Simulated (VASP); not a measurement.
# Ge (P6_3/mmc) in VASP: a series of runs, part 2 of 2

VASP 6.6.1. The steps go on from the part before.

## (3) Single point, LDA

This run uses another cell than the first one, of 21.92 Å³/atom, 0.960 times its volume.

Input file INCAR:

```
SYSTEM = Ge
ALGO     = Normal         ! electronic algorithm
EDIFF    = 1E-7           ! SCF threshold, eV
ENCUT    = 520            ! plane-wave cutoff, eV
ISIF     = 2              ! what is computed and relaxed
ISMEAR   = -1             ! smearing method
LASPH    = .True.         ! aspherical terms in the spheres
LCHARG   = .False.        ! write CHGCAR
LREAL    = .False.        ! projectors in reciprocal space
LWAVE    = .False.        ! write WAVECAR
NBANDS   = 36             ! bands
NELM     = 80             ! most SCF steps
PREC     = Accurate       ! precision mode
SIGMA    = 0.05           ! smearing width, eV
```

Input file KPOINTS:

```
k-points
0
Gamma
  8 8 4
  0 0 0
```

Input file POSCAR:

```
Ge
1.0
    3.9435577898      0.0000000000      0.0000000000
   -1.9717788949      3.4152212273      0.0000000000
    0.0000000000      0.0000000000      6.5101862333
Ge
4
Direct
    0.3333333333      0.6666666667      0.9370987500
    0.6666666667      0.3333333333      0.4370987500
    0.3333333333      0.6666666667      0.5629012500
    0.6666666667      0.3333333333      0.0629012500
```

Potentials or basis: VASP PAW LDA potentials, release 64 (Ge_d).

Started as:

```bash
> cat potpaw_LDA.64/Ge_d/POTCAR > POTCAR
> mpirun -np 1 vasp_std > vasp.out
```

OUTCAR:

```text
SYSTEM = Ge
   EDIFF = 1E-7
   ENCUT = 520
   ISIF = 2
   ISMEAR = -1
   LASPH = .True.
   LREAL = .False.
   NELM = 80
   PREC = Accurate

 ion  position               nearest neighbor table
   1  0.333  0.667  0.937-   4 2.42   4 2.42   4 2.42   3 2.44
   2  0.667  0.333  0.437-   3 2.42   3 2.42   3 2.42   4 2.44
   3  0.333  0.667  0.563-   2 2.42   2 2.42   2 2.42   1 2.44
   4  0.667  0.333  0.063-   1 2.42   1 2.42   1 2.42   2 2.44

  LATTYP: Found a hexagonal cell.
 ALAT       =     3.9435577898
 C/A-ratio  =     1.6508408347

  Lattice vectors:

 A1 = (   3.9435577898,   0.0000000000,   0.0000000000)
 A2 = (  -1.9717788949,   3.4152212273,   0.0000000000)
 A3 = (   0.0000000000,   0.0000000000,   6.5101862333)

Analysis of symmetry for initial positions (statically):
=====================================================================
 Subroutine PRICEL returns:
 Original cell was already a primitive cell.

 Routine SETGRP: Setting up the symmetry group for a
 hexagonal supercell.

 Subroutine GETGRP returns: Found 24 space group operations
 (whereof 12 operations were pure point group operations)
 out of a pool of 24 trial point group operations.

The static configuration has the point symmetry D_3d.
 The point group associated with its full space group is D_6h.

Analysis of symmetry for dynamics (positions and initial velocities):
=====================================================================
 Subroutine PRICEL returns:
 Original cell was already a primitive cell.

 Routine SETGRP: Setting up the symmetry group for a
 hexagonal supercell.

 Subroutine GETGRP returns: Found 24 space group operations
 (whereof 12 operations were pure point group operations)
 out of a pool of 24 trial point group operations.

The dynamic configuration has the point symmetry D_3d.
 The point group associated with its full space group is D_6h.

[... 114 lines left out ...]
   NUPDOWN=      -1.0000    fix difference up-down
   EMIN   =  10.00;   EMAX   =-10.00  energy-range for DOS
   EFERMI =   0.00;   METHOD = LEGACY
   ISMEAR =    -1;   SIGMA  =   0.05  broadening in eV -4-tet -1-fermi 0-gaus
   EFERMI_NEDOS =   21; number of points for ismear=-14 and -15
   IALGO  =     38    algorithm
   IMIX   =      4    mixing-type and parameters
     AMIX     =   0.40;   BMIX     =  1.00
     AMIX_MAG =   1.60;   BMIX_MAG =  1.00
  volume/ion in A,a.u.               =      21.92       147.92
  Fermi-wavevector in a.u.,A,eV,Ry     =   1.409843  2.664217 27.043711  1.987657
  Thomas-Fermi vector in A             =   2.531857
   LORBIT       =      0    0 simple, 1 ext, 2 COOP (PROOUT), +10 PAW based schemes
   GGA     = CA    functional components
   LHFCALC =     F    Hartree Fock is set to
   AEXX    =    0.0000 exact exchange contribution
   IVDW    =     0    specifies the selected vdW correction
   LEPSILON=     F    determine dielectric tensor
   LRPA    =     F    only Hartree local field effects (RPA)
 non-spin polarized calculation
  energy-cutoff  :      520.00
  volume of cell :       87.68
 maximum number of plane-waves:      2382
 NGX is ok and might be reduce to    30
   NGX = 15   NGY = 15   NGZ = 25

 number of electron      55.9999980 magnetization

 Free energy of the ion-electron system (eV)
  ---------------------------------------------------
  ext. energy  EPLUGINS =         0.00000000
  ---------------------------------------------------
  free energy    TOTEN  =       -20.70738708 eV

  energy without entropy =      -20.70612979  energy(sigma->0) =      -20.70675844

 E-fermi :   5.1660     XC(G=0): -10.4374

 val. band max:        5.0168552752   @ k =   0.0000   0.0000   0.0000
 cond. band min:       5.2231263638   @ k =   0.0000   0.0000   0.2500
 fundamental gap:      0.2062710886
 Fermi energy:         5.1659927508

 k-point     1 :       0.0000    0.0000    0.0000
  band No.  band energies     occupation
      1     -19.9881      2.00000
      2     -19.9881      2.00000
      3     -19.9458      2.00000
      4     -19.9455      2.00000
      5     -19.9455      2.00000
      6     -19.9317      2.00000
[... 925 lines left out ...]
     35      12.6598      0.00000
     36      12.6598      0.00000

 [... further k-points ...]
[... 5 lines left out ...]
  --------------------------------------------------------------------------------------
  -------------------------------------------------------------------------------------
  Total        0.5926667      0.5926667      0.3978616      0.0000000      0.0000000      0.0000000
  in kB       10.8298053     10.8298053      7.2701291      0.0000000      0.0000000      0.0000000
  external PRESSURE =       9.6432465 kB  Pullay stress =       0.0000000 kB

 VOLUME and BASIS-vectors are now :
 -----------------------------------------------------------------------------
  energy-cutoff  :      520.00
  volume of cell :       87.68
      direct lattice vectors                 reciprocal lattice vectors
     3.943557790  0.000000000  0.000000000     0.253578127  0.146403400  0.000000000
    -1.971778895  3.415221227  0.000000000     0.000000000  0.292806800  0.000000000
     0.000000000  0.000000000  6.510186233     0.000000000  0.000000000  0.153605437

 POSITION                                       TOTAL-FORCE (eV/Angst)
 -----------------------------------------------------------------------------------
     -0.00000      2.27681      6.10069        -0.000000     -0.000000     -0.008246
      1.97178      1.13841      2.84559         0.000000      0.000000     -0.008246
     -0.00000      2.27681      3.66459        -0.000000     -0.000000      0.008246
      1.97178      1.13841      0.40950         0.000000      0.000000      0.008246
 -----------------------------------------------------------------------------------
    total drift:                               -0.000000      0.000000     -0.000000

  FREE ENERGIE OF THE ION-ELECTRON SYSTEM (eV)
  ---------------------------------------------------
  free  energy   TOTEN  =       -20.7073870826 eV

  energy  without entropy=      -20.7061297899  energy(sigma->0) =      -20.70675844
```

OSZICAR:

```text
N       E                     dE             d eps       ncg     rms          rms(c)
DAV:   1     0.484897396899E+03    0.48490E+03   -0.28474E+04  2536   0.428E+03
DAV:   2     0.628057631643E+02   -0.42209E+03   -0.41139E+03  2160   0.787E+02
DAV:   3    -0.166608927205E+02   -0.79467E+02   -0.78416E+02  2292   0.205E+02
DAV:   4    -0.210017676701E+02   -0.43409E+01   -0.43201E+01  2540   0.555E+01
DAV:   5    -0.210881499716E+02   -0.86382E-01   -0.86343E-01  2408   0.847E+00    0.488E+00
DAV:   6    -0.208334905424E+02    0.25466E+00   -0.11161E-01  2376   0.212E+00    0.278E+00
DAV:   7    -0.207056179479E+02    0.12787E+00   -0.18658E-01  2304   0.234E+00    0.196E-01
DAV:   8    -0.207072577049E+02   -0.16398E-02   -0.13993E-02  2444   0.951E-01    0.921E-02
DAV:   9    -0.207073967408E+02   -0.13904E-03   -0.27796E-04  2532   0.101E-01    0.253E-02
DAV:  10    -0.207073874753E+02    0.92654E-05   -0.21597E-05  2784   0.608E-02    0.128E-02
DAV:  11    -0.207073872772E+02    0.19813E-06   -0.35633E-06  2496   0.169E-02    0.241E-03
DAV:  12    -0.207073870856E+02    0.19159E-06   -0.69918E-07  2128   0.686E-03    0.894E-04
DAV:  13    -0.207073870826E+02    0.30632E-08   -0.43826E-08  1328   0.171E-03
   1 F= -.20707387E+02 E0= -.20706758E+02  d E =-.125729E-02
```

It took 72 s on 1 thread of Intel Xeon Platinum 8488C (Sapphire Rapids), shared host; peak memory 0.2 GiB.

What came out:

- Free energy: -20.7074 eV
- Pressure: 1.0 GPa
- Largest force: 0.008 eV/Å
- Band gap on the k mesh: zero (filled and empty bands touch)

Forces on the atoms (eV/Å):
```
Ge   0.000  0.000 -0.008
Ge   0.000  0.000 -0.008
Ge   0.000  0.000  0.008
Ge   0.000  0.000  0.008
```

## (4) Single point, LDA

This run uses another cell than the first one, of 22.38 Å³/atom, 0.980 times its volume.

Input file INCAR:

```
SYSTEM = Ge
ALGO = Normal
EDIFF = 1E-6
ENCUT = 520
ISIF = 2
ISMEAR = -1
LASPH = .TRUE.
LCHARG = .TRUE.
LELF = .TRUE.
LREAL = .FALSE.
LVHAR = .TRUE.
LWAVE = .FALSE.
NBANDS = 36
NELM = 100
PREC = Accurate
SIGMA = 0.05
```

Input file KPOINTS:

```
k-points
0
G
  8 8 4
  0 0 0
```

Input file POSCAR:

```
Ge
1.0
    3.9707555995      0.0000000000      0.0000000000
   -1.9853777998      3.4387752215      0.0000000000
    0.0000000000      0.0000000000      6.5550854883
Ge
4
Direct
    0.3333333333      0.6666666667      0.9370987500
    0.6666666667      0.3333333333      0.4370987500
    0.3333333333      0.6666666667      0.5629012500
    0.6666666667      0.3333333333      0.0629012500
```

Potentials or basis: VASP PAW LDA potentials, release 64 (Ge_d).

Started as:

```bash
> cat potpaw_LDA.64/Ge_d/POTCAR > POTCAR
> mpirun -np 1 vasp_std > vasp.out
```

OUTCAR:

```text
SYSTEM = Ge
   EDIFF = 1E-6
   ENCUT = 520
   ISIF = 2
   ISMEAR = -1
   LASPH = .TRUE.
   LREAL = .FALSE.
   NELM = 100
   PREC = Accurate

 ion  position               nearest neighbor table
   1  0.333  0.667  0.937-   4 2.44   4 2.44   4 2.44   3 2.45
   2  0.667  0.333  0.437-   3 2.44   3 2.44   3 2.44   4 2.45
   3  0.333  0.667  0.563-   2 2.44   2 2.44   2 2.44   1 2.45
   4  0.667  0.333  0.063-   1 2.44   1 2.44   1 2.44   2 2.45

  LATTYP: Found a hexagonal cell.
 ALAT       =     3.9707555995
 C/A-ratio  =     1.6508408347

  Lattice vectors:

 A1 = (   3.9707555995,   0.0000000000,   0.0000000000)
 A2 = (  -1.9853777998,   3.4387752215,   0.0000000000)
 A3 = (   0.0000000000,   0.0000000000,   6.5550854883)

Analysis of symmetry for initial positions (statically):
=====================================================================
 Subroutine PRICEL returns:
 Original cell was already a primitive cell.

 Routine SETGRP: Setting up the symmetry group for a
 hexagonal supercell.

 Subroutine GETGRP returns: Found 24 space group operations
 (whereof 12 operations were pure point group operations)
 out of a pool of 24 trial point group operations.

The static configuration has the point symmetry D_3d.
 The point group associated with its full space group is D_6h.

Analysis of symmetry for dynamics (positions and initial velocities):
=====================================================================
 Subroutine PRICEL returns:
 Original cell was already a primitive cell.

 Routine SETGRP: Setting up the symmetry group for a
 hexagonal supercell.

 Subroutine GETGRP returns: Found 24 space group operations
 (whereof 12 operations were pure point group operations)
 out of a pool of 24 trial point group operations.

The dynamic configuration has the point symmetry D_3d.
 The point group associated with its full space group is D_6h.

[... 114 lines left out ...]
   NUPDOWN=      -1.0000    fix difference up-down
   EMIN   =  10.00;   EMAX   =-10.00  energy-range for DOS
   EFERMI =   0.00;   METHOD = LEGACY
   ISMEAR =    -1;   SIGMA  =   0.05  broadening in eV -4-tet -1-fermi 0-gaus
   EFERMI_NEDOS =   21; number of points for ismear=-14 and -15
   IALGO  =     38    algorithm
   IMIX   =      4    mixing-type and parameters
     AMIX     =   0.40;   BMIX     =  1.00
     AMIX_MAG =   1.60;   BMIX_MAG =  1.00
  volume/ion in A,a.u.               =      22.38       151.01
  Fermi-wavevector in a.u.,A,eV,Ry     =   1.400186  2.645968 26.674506  1.960521
  Thomas-Fermi vector in A             =   2.523171
   LORBIT       =      0    0 simple, 1 ext, 2 COOP (PROOUT), +10 PAW based schemes
   GGA     = CA    functional components
   LHFCALC =     F    Hartree Fock is set to
   AEXX    =    0.0000 exact exchange contribution
   IVDW    =     0    specifies the selected vdW correction
   LEPSILON=     F    determine dielectric tensor
   LRPA    =     F    only Hartree local field effects (RPA)
 non-spin polarized calculation
  energy-cutoff  :      520.00
  volume of cell :       89.51
 maximum number of plane-waves:      2448
 NGX is ok and might be reduce to    30
   NGX = 15   NGY = 15   NGZ = 25

 number of electron      56.0000047 magnetization

 Free energy of the ion-electron system (eV)
  ---------------------------------------------------
  ext. energy  EPLUGINS =         0.00000000
  ---------------------------------------------------
  free energy    TOTEN  =       -20.71034962 eV

  energy without entropy =      -20.70902987  energy(sigma->0) =      -20.70968975

 E-fermi :   4.8980     XC(G=0): -10.3394

 val. band max:        4.7538183381   @ k =   0.0000   0.0000   0.0000
 cond. band min:       4.8987897377   @ k =   0.0000   0.0000   0.0000
 fundamental gap:      0.1449713996
 Fermi energy:         4.8980442317

 k-point     1 :       0.0000    0.0000    0.0000
  band No.  band energies     occupation
      1     -20.1599      2.00000
      2     -20.1599      2.00000
      3     -20.1198      2.00000
      4     -20.1197      2.00000
      5     -20.1197      2.00000
      6     -20.1062      2.00000
[... 925 lines left out ...]
     35      12.3398      0.00000
     36      12.3398      0.00000

 [... further k-points ...]
[... 5 lines left out ...]
  --------------------------------------------------------------------------------------
  -------------------------------------------------------------------------------------
  Total       -0.1994636     -0.1994636     -0.3747924      0.0000000      0.0000000      0.0000000
  in kB       -3.5704177     -3.5704177     -6.7088185      0.0000000      0.0000000      0.0000000
  external PRESSURE =      -4.6165513 kB  Pullay stress =       0.0000000 kB

 VOLUME and BASIS-vectors are now :
 -----------------------------------------------------------------------------
  energy-cutoff  :      520.00
  volume of cell :       89.51
      direct lattice vectors                 reciprocal lattice vectors
     3.970755599  0.000000000  0.000000000     0.251841236  0.145400606  0.000000000
    -1.985377800  3.438775221  0.000000000     0.000000000  0.290801211  0.000000000
     0.000000000  0.000000000  6.555085488     0.000000000  0.000000000  0.152553312

 POSITION                                       TOTAL-FORCE (eV/Angst)
 -----------------------------------------------------------------------------------
     -0.00000      2.29252      6.14276         0.000000      0.000000     -0.003116
      1.98538      1.14626      2.86522        -0.000000      0.000000     -0.003116
     -0.00000      2.29252      3.68987         0.000000     -0.000000      0.003116
      1.98538      1.14626      0.41232        -0.000000      0.000000      0.003116
 -----------------------------------------------------------------------------------
    total drift:                               -0.000000      0.000000     -0.000000

  FREE ENERGIE OF THE ION-ELECTRON SYSTEM (eV)
  ---------------------------------------------------
  free  energy   TOTEN  =       -20.7103496227 eV

  energy  without entropy=      -20.7090298749  energy(sigma->0) =      -20.70968975
```

OSZICAR:

```text
N       E                     dE             d eps       ncg     rms          rms(c)
DAV:   1     0.491043982425E+03    0.49104E+03   -0.28669E+04  2524   0.425E+03
DAV:   2     0.639958635507E+02   -0.42705E+03   -0.41598E+03  2160   0.790E+02
DAV:   3    -0.164527210523E+02   -0.80449E+02   -0.79356E+02  2364   0.205E+02
DAV:   4    -0.209805915796E+02   -0.45279E+01   -0.45107E+01  2496   0.566E+01
DAV:   5    -0.210718889793E+02   -0.91297E-01   -0.91275E-01  2384   0.883E+00    0.474E+00
DAV:   6    -0.208307289631E+02    0.24116E+00   -0.10918E-01  2368   0.216E+00    0.270E+00
DAV:   7    -0.207086207925E+02    0.12211E+00   -0.17766E-01  2280   0.230E+00    0.192E-01
DAV:   8    -0.207102094289E+02   -0.15886E-02   -0.13446E-02  2436   0.950E-01    0.938E-02
DAV:   9    -0.207103586220E+02   -0.14919E-03   -0.26664E-04  2468   0.103E-01    0.238E-02
DAV:  10    -0.207103495186E+02    0.91034E-05   -0.25425E-05  2876   0.679E-02    0.123E-02
DAV:  11    -0.207103496227E+02   -0.10417E-06   -0.28533E-06  1836   0.157E-02
   1 F= -.20710350E+02 E0= -.20709690E+02  d E =-.131975E-02
```

Run time: 84 s. Hardware: 1 thread of Intel Xeon Platinum 8488C (Sapphire Rapids), shared host; peak memory 0.2 GiB.

Results:

| Property | Result |
| --- | --- |
| Free energy | -20.7103 eV |
| Pressure | -0.5 GPa |
| Largest force | 0.003 eV/Å |

Forces on the atoms (eV/Å):
```
Ge   0.000  0.000 -0.003
Ge   0.000  0.000 -0.003
Ge   0.000  0.000  0.003
Ge   0.000  0.000  0.003
```

Levels at points of the mesh, in eV from the Fermi level:
| k point | band 26 | band 27 | band 28 | band 29 | band 30 | band 31 |
| --- | --- | --- | --- | --- | --- | --- |
| (0.00, 0.00, 0.00) | -0.17 | -0.14 | 0.00 | 0.11 | 0.11 | 2.23 |
| (0.50, 0.00, 0.00) | -3.14 | -2.91 | -1.48 | 0.43 | 1.61 | 3.48 |
| (0.00, 0.00, 0.50) | -0.88 | -0.88 | -0.88 | 0.64 | 0.64 | 3.35 |
| (0.50, 0.00, 0.50) | -2.61 | -2.47 | -2.47 | 0.44 | 0.44 | 2.05 |

## (5) Summary

| level | potentials or basis | cell | gap on the mesh (eV) | pressure (GPa) | largest force (eV/Å) |
| --- | --- | --- | --- | --- | --- |
| r2SCAN | VASP PAW PBE potentials, release 64 (Ge_d) | a = 3.998, b = 3.998, c = 6.599 Å, angles 90.0, 90.0, 120.0°, 4 atoms | 0.07 | 0.0 | 0.01 |
| LDA | VASP PAW LDA potentials, release 64 (Ge_d) | a = 3.944, b = 3.944, c = 6.510 Å, angles 90.0, 90.0, 120.0°, 4 atoms | none | 1.0 | 0.01 |
| LDA | VASP PAW LDA potentials, release 64 (Ge_d) | a = 3.971, b = 3.971, c = 6.555 Å, angles 90.0, 90.0, 120.0°, 4 atoms | - | -0.5 | - |

Alike in all rows: task single point; no spin polarisation; k mesh 8 × 8 × 4; cutoff (eV) 520; smearing fermi-dirac 0.05 eV.

Caveats: the PAW data sets were made with another functional, which shifts forces and pressure a little (some runs).

Absolute energies hang on the potentials; compare differences alone.
